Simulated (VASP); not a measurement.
Wanted: the native input for a VASP 6.6.1 run.

| Item | Value |
| --- | --- |
| Task | single point |
| Functional | PBEsol |
| Potentials or basis | VASP PAW PBE potentials, release 64 (Ti_sv) |
| Cutoff | 520 eV |
| k mesh | 18 × 18 × 10 |
| Occupations | gaussian, width 0.1 eV |
| Spin | no spin polarisation |
| Dipole correction | no |
| Further INCAR settings | ALGO = Normal; EDIFF = 1e-06; NBANDS = 19 |

The structure of Ti lies in POSCAR:

```
Ti
1.0
    2.8398688436      0.0000000000      0.0000000000
   -1.4199344218      2.4593985620      0.0000000000
    0.0000000000      0.0000000000      4.5016283246
Ti
2
Direct
    0.3333333333      0.6666666667      0.2500000000
    0.6666666667      0.3333333333      0.7500000000
```

This cell differs from its parent crystal: volume scaled by 0.94, then relaxed in part.

These files were run (other wordings do the same):

INCAR

```
PREC = Accurate
ENCUT = 520
EDIFF = 1E-6
ISMEAR = 0
SIGMA = 0.1
LREAL = F
LASPH = T
NELM = 60
ALGO = Normal
ISIF = 2
LWAVE = F
LCHARG = F
GGA = PS
NBANDS = 19
```

KPOINTS

```
Automatic mesh
0
Gamma
  18 18 10
```

Potentials or basis: VASP PAW PBE potentials, release 64 (Ti_sv).

The run is started by

```sh
$ cat potpaw_PBE.64/Ti_sv/POTCAR > POTCAR
$ mpirun -np 1 vasp_std > vasp.out
```

It gave:

| Quantity | Value |
| --- | --- |
| Pressure | 7.9 GPa |
| Band gap on the k mesh | zero (band 12 reaches 10.16 eV, above the bottom of band 13 at 8.99 eV) |

Caveat: the PAW data sets were made with another functional, which shifts forces and pressure a little.

Run time: 49 s on 1 thread of Intel(R) Xeon(R) 6975P-C (Granite Rapids) (shared host), peak memory 0.23 GiB.
